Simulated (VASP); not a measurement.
Runs of VASP 6.6.1 on TiB2. The structure is that of space group P6/mmm (No. 191), or close to it. The cells are those of the table. 

```tsv
task	cell	cutoff (eV)	gap on the mesh (eV)	pressure (GPa)
single point	a = 3.043, b = 3.043, c = 3.226 Å, angles 90.0, 90.0, 120.0°, 3 atoms	520	none	-7.0
single point	a = 2.991, b = 2.991, c = 3.145 Å, angles 90.0, 90.0, 120.0°, 3 atoms	520	none	8.9
relaxation of shape and atoms at fixed volume	relaxed from a = 3.072, b = 3.072, c = 3.257 Å, angles 90.0, 90.0, 120.0°, 3 atoms	600	none	-13.4
relaxation of shape and atoms at fixed volume	relaxed from a = 3.047, b = 3.047, c = 3.217 Å, angles 90.0, 90.0, 120.0°, 3 atoms	600	none	-7.1
single point	a = 3.017, b = 3.017, c = 3.186 Å, angles 90.0, 90.0, 120.0°, 3 atoms	520	none	(b)
relaxation of shape and atoms at fixed volume	relaxed from a = 3.107, b = 3.107, c = 3.306 Å, angles 90.0, 90.0, 120.0°, 3 atoms	600	none	-20.6
relaxation of shape and atoms at fixed volume	relaxed from a = 2.959, b = 2.959, c = 3.113 Å, angles 90.0, 90.0, 120.0°, 3 atoms	600	none	18.7
single point	a = 2.935, b = 2.935, c = 3.064 Å, angles 90.0, 90.0, 120.0°, 3 atoms	520	none	30.2
single point	a = 2.906, b = 2.906, c = 3.022 Å, angles 90.0, 90.0, 120.0°, 3 atoms	520	none	43.5
relaxation of shape and atoms at fixed volume	relaxed from a = 2.902, b = 2.902, c = 3.030 Å, angles 90.0, 90.0, 120.0°, 3 atoms	600	none	43.4
single point	a = 2.963, b = 2.963, c = 3.105 Å, angles 90.0, 90.0, 120.0°, 3 atoms	520	none	(a)
single point	a = 3.029, b = 3.029, c = 3.228 Å, angles 90.0, 90.0, 120.0°, 3 atoms	520	none	-4.8
```

Alike in all rows: level PBEsol; potentials or basis VASP PAW PBE potentials, release 64 (Ti_sv, B); no spin polarisation; k mesh 18 × 18 × 14; smearing gaussian 0.1 eV.

Task: Fill in the values left out.

Result: (a) 18.8; (b) 0.4.

Caveats: the PAW data sets were made with another functional, which shifts forces and pressure a little; the cell stands under pressure (at least some runs); the cell stands under tension (at least some runs).

A gap of «none» marks levels without a gap at the run's occupations.
